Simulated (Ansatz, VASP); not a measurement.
**Bi in VASP and in Ansatz**

```
CELL_PARAMETERS angstrom
-1.91642 1.91642 1.91642
1.91642 -1.91642 1.91642
1.91642 1.91642 -1.91642
ATOMIC_POSITIONS crystal
Bi 0.00000 0.00000 0.00000
```

Alike in both runs: task single point; functional PBEsol; k mesh 16 × 16 × 16; occupations gaussian, width 0.1 eV; no spin polarisation.

```csv
,VASP,Ansatz
version,VASP 6.6.1,Ansatz 0.2.0
potentials or method,"VASP PAW PBE potentials, release 64 (Bi_d), cutoff 500 eV","scalar-relativistic, plane waves, PAW"
valence electrons in the cell,15,15
```

|  | VASP | Ansatz | Ansatz less VASP |
| --- | --- | --- | --- |
| gap on the k mesh at the Fermi level (eV) | none | none | - |
| pressure (GPa) | 4.3 | 4.3 | +0.03 |

VASP's potentials were made for PBE, not for PBEsol. A gap of «none» marks a metal or a gap that the smearing closes.

Spin-orbit coupling is off throughout.
